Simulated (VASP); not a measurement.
# Be (P6_3/mmc) in VASP: a series of runs

The runs below take Be through relaxation of cell and atoms, with PBE.

Everything below comes from runs of VASP 6.6.1. Logs are shortened: lines on timing, memory, paths and dates and some standing lists are left out, and cuts for length are marked.

### 1 The cell of the first run

Symmetry: P6_3/mmc, No. 194, hexagonal system. Conventional cell: a = 2.247 Å, b = 2.247 Å, c = 3.640 Å, α = 90.00°, β = 90.00°, γ = 120.00°. Be (site symmetry -6m2) has 12 Be at 2.24 to 2.25 Å within 3.0 Å.

### 2 Relaxation of cell and atoms, PBE, target pressure -1.3 GPa, at which the enthalpy is minimised

File INCAR:

```
SYSTEM = Be
ALGO     = Normal         ! electronic algorithm
EDIFF    = 1E-6           ! SCF threshold, eV
EDIFFG   = -0.005         ! ionic threshold
ENCUT    = 600            ! plane-wave cutoff, eV
GGA      = PE             ! functional
IBRION   = 2              ! ionic algorithm
ISIF     = 3              ! what is computed and relaxed
ISMEAR   = -1             ! smearing method
LASPH    = .True.         ! aspherical terms in the spheres
LCHARG   = .False.        ! write CHGCAR
LREAL    = .False.        ! projectors in reciprocal space
LWAVE    = .False.        ! write WAVECAR
NELM     = 100            ! most SCF steps
NSW      = 60             ! ionic steps
PREC     = Accurate       ! precision mode
PSTRESS  = -13.0        
SIGMA    = 0.08           ! smearing width, eV
```

File KPOINTS:

```
k-points
0
Gamma
  19 19 11
  0 0 0
```

File POSCAR:

```
Be
1.0
    2.2471846443      0.0000000000      0.0000000000
   -1.1235923221      1.9461189889      0.0000000000
    0.0000000000      0.0000000000      3.6404391237
Be
2
Direct
    0.3333333333      0.6666666667      0.2500000000
    0.6666666667      0.3333333333      0.7500000000
```

Potentials or basis: VASP PAW PBE potentials, release 64 (Be).

The run is started by

```sh
$ cat potpaw_PBE.64/Be/POTCAR > POTCAR
$ mpirun -np 1 vasp_std > vasp.out
```

OUTCAR:

```text
SYSTEM = Be
   EDIFF = 1E-6
   EDIFFG = -0.005
   ENCUT = 600
   GGA = PE
   IBRION = 2
   ISIF = 3
   ISMEAR = -1
   LASPH = .True.
   LREAL = .False.
   NELM = 100
   NSW = 60
   PREC = Accurate
   PSTRESS = -13.0

 ion  position               nearest neighbor table
   1  0.333  0.667  0.250-   2 2.24   2 2.24   2 2.24   2 2.24   2 2.24   2 2.24
   2  0.667  0.333  0.750-   1 2.24   1 2.24   1 2.24   1 2.24   1 2.24   1 2.24

  LATTYP: Found a hexagonal cell.
 ALAT       =     2.2471846443
 C/A-ratio  =     1.6200000000

  Lattice vectors:

 A1 = (   2.2471846443,   0.0000000000,   0.0000000000)
 A2 = (  -1.1235923221,   1.9461189889,   0.0000000000)
 A3 = (   0.0000000000,   0.0000000000,   3.6404391237)

Analysis of symmetry for initial positions (statically):
=====================================================================
 Subroutine PRICEL returns:
 Original cell was already a primitive cell.

 Routine SETGRP: Setting up the symmetry group for a
 hexagonal supercell.

 Subroutine GETGRP returns: Found 24 space group operations
 (whereof 12 operations were pure point group operations)
 out of a pool of 24 trial point group operations.

The static configuration has the point symmetry D_3d.
 The point group associated with its full space group is D_6h.

Analysis of symmetry for dynamics (positions and initial velocities):
=====================================================================
 Subroutine PRICEL returns:
 Original cell was already a primitive cell.

 Routine SETGRP: Setting up the symmetry group for a
 hexagonal supercell.

 Subroutine GETGRP returns: Found 24 space group operations
 (whereof 12 operations were pure point group operations)
 out of a pool of 24 trial point group operations.

The dynamic configuration has the point symmetry D_3d.
 The point group associated with its full space group is D_6h.

 Subroutine INISYM returns: Found 24 space group operations
 (whereof 12 operations are pure point group operations),
 and found     1 'primitive' translations

----------------------------------------------------------------------------------------

                                     Primitive cell

  volume of cell :      15.9207

  direct lattice vectors                    reciprocal lattice vectors
     2.247184644  0.000000000  0.000000000     0.445001261  0.256921598  0.000000000
    -1.123592322  1.946118989  0.000000000     0.000000000  0.513843195  0.000000000
     0.000000000  0.000000000  3.640439124     0.000000000  0.000000000  0.274692136

  length of vectors
     2.247184644  2.247184644  3.640439124     0.513843195  0.513843195  0.274692136

  position of ions in fractional coordinates (direct lattice)
     0.333333333  0.666666667  0.250000000
     0.666666667  0.333333333  0.750000000

  ion indices of the primitive-cell ions
   primitive index   ion index
                 1           1
                 2           2

----------------------------------------------------------------------------------------

 KPOINTS: k-points

Automatic generation of k-mesh.
 Grid dimensions read from file:
 generate k-points for:   19   19   11

 Generating k-lattice:

  Cartesian coordinates                     Fractional coordinates (reciprocal lattice)
     0.023421119  0.013522189  0.000000000     0.052631579 -0.000000000  0.000000000
     0.000000000  0.027044379  0.000000000     0.000000000  0.052631579  0.000000000
     0.000000000  0.000000000  0.024972012     0.000000000  0.000000000  0.090909091

  Length of vectors
     0.027044379  0.027044379  0.024972012

  Shift w.r.t. Gamma in fractional coordinates (k-lattice)
     0.000000000  0.000000000  0.000000000

 Subroutine IBZKPT returns following result:
 ===========================================

 Found    240 irreducible k-points:

 Following reciprocal coordinates:
            Coordinates               Weight
  0.000000  0.000000  0.000000      1.000000
  0.052632  0.000000  0.000000      6.000000
  0.105263  0.000000  0.000000      6.000000
  0.157895  0.000000  0.000000      6.000000
  0.210526  0.000000  0.000000      6.000000
  0.263158  0.000000  0.000000      6.000000
[... 16 lines left out ...]
  0.263158  0.105263  0.000000     12.000000
  0.315789  0.105263  0.000000     12.000000
 [... further k-points ...]
   k-points           NKPTS =    240   k-points in BZ     NKDIM =    240   number of bands    NBANDS=      6
   number of dos      NEDOS =    301   number of ions     NIONS =      2
   total plane-waves  NPLWV =   9720
   dimension x,y,z NGX =    18 NGY =   18 NGZ =   30
   dimension x,y,z NGXF=    36 NGYF=   36 NGZF=   60
   ions per type =               2
   NGX,Y,Z   is equivalent  to a cutoff of  13.32, 13.32, 13.70 a.u.
   NGXF,Y,Z  is equivalent  to a cutoff of  26.63, 26.63, 27.40 a.u.
 SYSTEM =  Be
   PREC   = accura    normal or accurate (medium, high low for compatibility)
   ISTART =      0    job   : 0-new  1-cont  2-samecut
   ICHARG =      2    charge: 1-file 2-atom 10-const
   ISPIN  =      1    spin polarized calculation?
   LNONCOLLINEAR =      F non collinear calculations
   LSORBIT =      F    spin-orbit coupling
   LASPH  =      T    aspherical Exc in radial PAW
   ENCUT  =  600.0 eV  44.10 Ry    6.64 a.u.   4.49  4.49  7.27*2*pi/ulx,y,z
   NELM   =    100;   NELMIN=  2; NELMDL= -5     # of ELM steps
   EDIFF  = 0.1E-05   stopping-criterion for ELM
   LREAL  =      F    real-space projection
   EDIFFG = -.5E-02   stopping-criterion for IOM
   NSW    =     60    number of steps for IOM
   IBRION =      2    ionic relax: 0-MD 1-quasi-New 2-CG
   NFREE  =      1    steps in history (QN), initial steepest desc. (CG)
   ISIF   =      3    stress and relaxation
   ISYM   =      2    0-nonsym 1-usesym 2-fastsym
   POTIM  = 0.5000    time-step for ionic-motion
   TEBEG  =    0.0;   TEEND  =   0.0 temperature during run
   PSTRESS=  -13.0 pullay stress
   NELECT =       4.0000    total number of electrons
   NUPDOWN=      -1.0000    fix difference up-down
   EMIN   =  10.00;   EMAX   =-10.00  energy-range for DOS
   EFERMI =   0.00;   METHOD = LEGACY
   ISMEAR =    -1;   SIGMA  =   0.08  broadening in eV -4-tet -1-fermi 0-gaus
   EFERMI_NEDOS =   21; number of points for ismear=-14 and -15
   IALGO  =     38    algorithm
   IMIX   =      4    mixing-type and parameters
     AMIX     =   0.40;   BMIX     =  1.00
     AMIX_MAG =   1.60;   BMIX_MAG =  1.00
  volume/ion in A,a.u.               =       7.96        53.72
  Fermi-wavevector in a.u.,A,eV,Ry     =   1.033017  1.952119 14.519109  1.067124
  Thomas-Fermi vector in A             =   2.167243
   LORBIT       =      0    0 simple, 1 ext, 2 COOP (PROOUT), +10 PAW based schemes
   GGA     = PE    functional components
   LHFCALC =     F    Hartree Fock is set to
   AEXX    =    0.0000 exact exchange contribution
   IVDW    =     0    specifies the selected vdW correction
   LEPSILON=     F    determine dielectric tensor
   LRPA    =     F    only Hartree local field effects (RPA)
 conjugate gradient relaxation of ions
 non-spin polarized calculation
  energy-cutoff  :      600.00
  volume of cell :       15.92
 maximum number of plane-waves:       551
 NGX is ok and might be reduce to    18
   NGX =  9   NGY =  9   NGZ = 15

--------------------------------------- Ionic step        1  -------------------------------------------

 number of electron       4.0000000 magnetization

 Free energy of the ion-electron system (eV)
  ---------------------------------------------------
  ext. energy  EPLUGINS =         0.00000000
  ---------------------------------------------------
  free energy    TOTEN  =        -7.52954295 eV

  energy without entropy =       -7.52809433  energy(sigma->0) =       -7.52881864

------------------------ aborting loop because EDIFF is reached ----------------------------------------

  FORCE on cell =-STRESS in cart. coord.  units (eV):
  Direction    XX          YY          ZZ          XY          YZ          ZX
  --------------------------------------------------------------------------------------
  -------------------------------------------------------------------------------------
  Total        0.2538306      0.2538306     -0.7670437      0.0000000      0.0000000      0.0000000
  in kB       25.5442230     25.5442230    -77.1913702      0.0000000      0.0000000      0.0000000
  external PRESSURE =       4.2990252 kB  Pullay stress =     -13.0000000 kB

 VOLUME and BASIS-vectors are now :
 -----------------------------------------------------------------------------
  energy-cutoff  :      600.00
  volume of cell :       15.92
      direct lattice vectors                 reciprocal lattice vectors
     2.247184644  0.000000000  0.000000000     0.445001261  0.256921598  0.000000000
    -1.123592322  1.946118989  0.000000000     0.000000000  0.513843195  0.000000000
     0.000000000  0.000000000  3.640439124     0.000000000  0.000000000  0.274692136
[... 198 lines left out ...]
  FREE ENERGIE OF THE ION-ELECTRON SYSTEM (eV)
  ---------------------------------------------------
  free  energy   TOTEN  =        -7.5383932795 eV

  energy  without entropy=       -7.5366570919  energy(sigma->0) =       -7.53752519

  enthalpy is  TOTEN    =        -7.6682433467 eV   P V=       -0.1298500672

--------------------------------------- Ionic step        7  -------------------------------------------

 number of electron       4.0000000 magnetization

 Free energy of the ion-electron system (eV)
  ---------------------------------------------------
  ext. energy  EPLUGINS =         0.00000000
  ---------------------------------------------------
  free energy    TOTEN  =        -7.53840261 eV

  energy without entropy =       -7.53667425  energy(sigma->0) =       -7.53753843

 E-fermi :   7.0291     XC(G=0): -10.5664

 val. band max:        6.9374788732   @ k =   0.3158   0.1053   0.0000
 cond. band min:       7.1386307045   @ k =   0.2632   0.2632   0.0909
 fundamental gap:      0.2011518313
 Fermi energy:         7.0291377977

 k-point     1 :       0.0000    0.0000    0.0000
  band No.  band energies     occupation
      1      -4.3581      2.00000
      2       2.5247      2.00000
      3       7.9910      0.00001
      4      22.7834      0.00000
      5      22.7834      0.00000
      6      25.6038      0.00000

 k-point     2 :       0.0526    0.0000    0.0000
  band No.  band energies     occupation
      1      -4.2788      2.00000
      2       2.6282      2.00000
      3       8.0156      0.00001
      4      22.1207      0.00000
      5      22.2812      0.00000
      6      25.6094      0.00000
[... 181 lines left out ...]
 k-point    23 :       0.2632    0.1053    0.0000
  band No.  band energies     occupation
      1      -1.2584      2.00000
      2       6.5169      1.99669
      3       7.9078      0.00003
      4      12.8152      0.00000
      5      15.8685      0.00000
      6      19.9004      0.00000

 k-point    24 :       0.3158    0.1053    0.0000
  band No.  band energies     occupation
      1      -0.2374      2.00000
      2       6.9375      1.51746
      3       7.8089      0.00012
      4      12.3077      0.00000
      5      15.1104      0.00000
      6      17.6865      0.00000

 [... further k-points ...]

------------------------ aborting loop because EDIFF is reached ----------------------------------------

  FORCE on cell =-STRESS in cart. coord.  units (eV):
  Direction    XX          YY          ZZ          XY          YZ          ZX
  --------------------------------------------------------------------------------------
  -------------------------------------------------------------------------------------
  Total       -0.1305092     -0.1305092     -0.1285910     -0.0000000     -0.0000000      0.0000000
  in kB      -13.0666522    -13.0666522    -12.8745940     -0.0000000     -0.0000000      0.0000000
  external PRESSURE =      -0.0026328 kB  Pullay stress =     -13.0000000 kB

 VOLUME and BASIS-vectors are now :
 -----------------------------------------------------------------------------
  energy-cutoff  :      600.00
  volume of cell :       16.00
      direct lattice vectors                 reciprocal lattice vectors
     2.272076280  0.000000000 -0.000000000     0.440126068  0.254106904 -0.000000000
    -1.136038140  1.967675777  0.000000000    -0.000000000  0.508213808 -0.000000000
     0.000000000  0.000000000  3.579407067     0.000000000  0.000000000  0.279375880

 POSITION                                       TOTAL-FORCE (eV/Angst)
 -----------------------------------------------------------------------------------
     -0.00000      1.31178      0.89485         0.000000     -0.000000      0.000000
      1.13604      0.65589      2.68456        -0.000000      0.000000      0.000000
 -----------------------------------------------------------------------------------
    total drift:                                0.000000     -0.000000      0.000000

  FREE ENERGIE OF THE ION-ELECTRON SYSTEM (eV)
  ---------------------------------------------------
  free  energy   TOTEN  =        -7.5384026071 eV

  energy  without entropy=       -7.5366742468  energy(sigma->0) =       -7.53753843

  enthalpy is  TOTEN    =        -7.6682461354 eV   P V=       -0.1298435283

 reached required accuracy - stopping structural energy minimisation
```

Run time: 20 s. Hardware: 1 thread of Intel Xeon 6975P-C (Granite Rapids), shared host; peak memory 0.14 GiB.

What came out:

```yaml
Free_energy: -7.5384 eV
Relaxed_volume: 8.00 Å³/atom
Relaxed_cell: a = 2.272 Å, b = 2.272 Å, c = 3.579 Å, α = 90.00°, β = 90.00°, γ = 120.00°
Space_group_after_relaxing_to_0.1_Å: P6_3/mmc (No. 194)
Energy_change_on_relaxing_the_run_minimises_the_enthalpy: -4.4 meV/atom
Ionic_steps: 7
Pressure_after_relaxing: -1.3 GPa
Band_gap_on_the_k_mesh: zero (bands 2 and 3 overlap by 1.48 eV)
```

Step by step:
| step | energy change (eV) | largest force (eV/Å) | pressure (GPa) | volume (Å³) |
| --- | --- | --- | --- | --- |
| 1 | 0.0000 | 0.0000 | -0.87 | 15.92 |
| 2 | -0.0090 | 0.0000 | -1.07 | 15.97 |
| 3 | -0.0091 | 0.0000 | -1.07 | 15.97 |
| 4 | -0.0091 | 0.0000 | -1.07 | 15.97 |
| 5 | -0.0089 | 0.0000 | -1.28 | 16.00 |
| 6 | -0.0089 | 0.0000 | -1.30 | 16.00 |
| 7 | -0.0089 | 0.0000 | -1.30 | 16.00 |

Final structure:
```
Be
1.0
     2.27208    0.00000    0.00000
    -1.13604    1.96768    0.00000
     0.00000    0.00000    3.57941
Be
2
Direct
  0.33333 0.66667 0.25000
  0.66667 0.33333 0.75000
```

Caveat: the cell is relaxed towards a set pressure, so the run minimises the enthalpy, not the energy.

### 3 Relaxation of cell and atoms, PBE, target pressure -1.3 GPa, at which the enthalpy is minimised

This run uses another cell than the first one, of 7.99 Å³/atom.

File INCAR:

```
SYSTEM = Be
PREC = Accurate
ENCUT = 600
EDIFF = 1E-6
ISMEAR = -1
SIGMA = 0.08
LREAL = .False.
LASPH = .True.
NELM = 100
ALGO = Normal
ISIF = 3
LWAVE = .False.
LCHARG = .False.
GGA = PE
IBRION = 2
NSW = 32
EDIFFG = -0.005
PSTRESS = -13.0
```

File KPOINTS:

```
regular mesh
0
Gamma
  19 19 11
  0 0 0
```

File POSCAR:

```
Be
1.0
    2.2710841775      0.0000000000      0.0000000000
   -1.1355420887      1.9668165919      0.0000000000
    0.0000000000      0.0000000000      3.5779919269
Be
2
Direct
    0.3333333333      0.6666666667      0.2500000000
    0.6666666667      0.3333333333      0.7500000000
```

Potentials or basis: VASP PAW PBE potentials, release 64 (Be).

The run is started by

```sh
$ cat potpaw_PBE.64/Be/POTCAR > POTCAR
$ mpirun -np 1 vasp_std > vasp.out
```

Wall time 8.7 s (1 thread of Intel Xeon 6975P-C (Granite Rapids), shared host); peak memory 0.14 GiB.

Results (log left out):

| Item | Value |
| --- | --- |
| Free energy | -7.5384 eV |
| Relaxed volume | 8.00 Å³/atom |
| Relaxed cell | a = 2.272 Å, b = 2.272 Å, c = 3.579 Å, α = 90.00°, β = 90.00°, γ = 120.00° |
| Space group after relaxing (to 0.1 Å) | P6_3/mmc (No. 194) |
| Energy change on relaxing (the run minimises the enthalpy) | +0.1 meV/atom |
| Ionic steps | 2 |
| Pressure after relaxing | -1.3 GPa |
| Band gap on the k mesh | zero (bands 2 and 3 overlap by 1.48 eV) |

Step by step:
```csv
step,energy change (eV),largest force (eV/Å),pressure (GPa),volume (Å³)
1,0.0000,0.0000,-1.15,15.98
2,0.0001,0.0000,-1.28,16.00
```

Final structure:
```yaml
crystal:
  lattice:
    - [2.27187, 0.00000, 0.00000]
    - [-1.13594, 1.96750, 0.00000]
    - [0.00000, 0.00000, 3.57944]
  atoms:
    - { symbol: Be, position: [0.33333, 0.66667, 0.25000] }
    - { symbol: Be, position: [0.66667, 0.33333, 0.75000] }
```

Levels at points of the mesh, in eV from the Fermi level:
```csv
k point,band 1,band 2,band 3,band 4,band 5
"(0.00, 0.00, 0.00)",-11.39,-4.51,0.96,15.76,15.76
```

Caveat: the cell is relaxed towards a set pressure, so the run minimises the enthalpy, not the energy.

The gap in the log of VASP goes by the Fermi energy; the results here count the filled bands.